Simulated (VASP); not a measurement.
# HfO2: single point with RPBE

HfO2:

```
Hf O
1.0
     0.00000    2.54034    2.54034
     2.54034    0.00000    2.54034
     2.54034    2.54034    0.00000
Hf O
1 2
Cartesian
  0.0000 0.0000 0.0000
  3.8105 3.8105 3.8105
  1.2702 1.2702 1.2702
```

```yaml
Program: VASP 6.6.1
Task: single point
Functional: RPBE
Potentials_or_basis: VASP PAW PBE potentials, release 64 (Hf_pv, O)
Cutoff: 520 eV
k_mesh: 9 × 9 × 9
Occupations: fermi-dirac, width 0.05 eV
Spin: no spin polarisation
```

- Pressure: 3.8 GPa
- Band gap on the k mesh: 3.99 eV, indirect (least direct gap 4.11 eV)

Levels at points of the mesh, in eV from the valence-band top:
```csv
k point,band 8,band 9,band 10,band 11,band 12,band 13,band 14,band 15
"(0.00, 0.00, 0.00)",-5.24,-0.55,-0.55,-0.55,3.99,3.99,6.00,10.41
```

Run time: 17 s on 1 thread of Intel Xeon 6975P-C, with other jobs on the host, peak memory 0.17 GiB.

Caveat: the PAW data sets were made with another functional, which shifts forces and pressure a little; spin-orbit coupling is left out, which moves the levels of the heavy elements. A k mesh can miss the band edges.
